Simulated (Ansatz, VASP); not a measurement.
Hf: VASP beside Ansatz

The input INCAR:

```
PREC = Accurate
ENCUT = 520
EDIFF = 1E-7
ISMEAR = -1
SIGMA = 0.05
LREAL = F
LASPH = T
NELM = 80
ALGO = Normal
ISIF = 2
LWAVE = F
LCHARG = T
GGA = PS
LELF = T
LVHAR = T
NBANDS = 17
```

File KPOINTS:

```
regular mesh
0
Gamma
  10 10 5
```

Contents of POSCAR:

```
Hf
1.0
    3.1314429137      0.0000000000      0.0000000000
   -1.5657214569      2.7119091138      0.0000000000
    0.0000000000      0.0000000000      4.9545506207
Hf
2
Direct
    0.6666666667      0.3333333333      0.7500000000
    0.3333333333      0.6666666667      0.2500000000
```

input.yaml

```yaml
crystal:
  lattice:
    - [3.1314429137, 0.0, 0.0]
    - [-1.5657214569, 2.7119091138, 0.0]
    - [0.0, 0.0, 4.9545506207]
  atoms:
    - { symbol: Hf, position: [0.6666666667, 0.3333333333, 0.75] }
    - { symbol: Hf, position: [0.3333333333, 0.6666666667, 0.25] }
kpoints:
  mp_grid: { grid: [10, 10, 5] }
scf:
  occupations: { method: fermi_dirac, width: 0.05 }
hamiltonian:
  xc: pbesol
  pseudopotentials: { kind: all_electron, lapw: { basis_error: 0.0005 } }
output:
  forces: true
  stress: true
  eigenvalues: true
```

Change from the starting cell: volume scaled by 0.94.

Alike in both runs: task single point; functional PBEsol; k mesh 10 × 10 × 5; occupations fermi-dirac, width 0.05 eV; no spin polarisation.

|  | VASP | Ansatz |
| --- | --- | --- |
| version | VASP 6.6.1 | Ansatz 0.2.0 |
| potentials or method | VASP PAW PBE potentials, release 64 (Hf_pv), cutoff 520 eV | all-electron LAPW, scalar-relativistic |

|  | VASP | Ansatz | Ansatz less VASP |
| --- | --- | --- | --- |
| gap on the k mesh at the Fermi level (eV) | none | none | - |
| pressure (GPa) | 2.6 | 3.0 | +0.41 |
| traceless stress, the component that is largest in VASP (GPa) | -0.11 | -0.05 | +0.066 |

VASP's potentials were made for PBE, not for PBEsol. A gap of «none» marks a metal or a gap that the smearing closes. Ansatz ran all-electron here, and VASP with PAW potentials.

Spin-orbit coupling is off throughout.
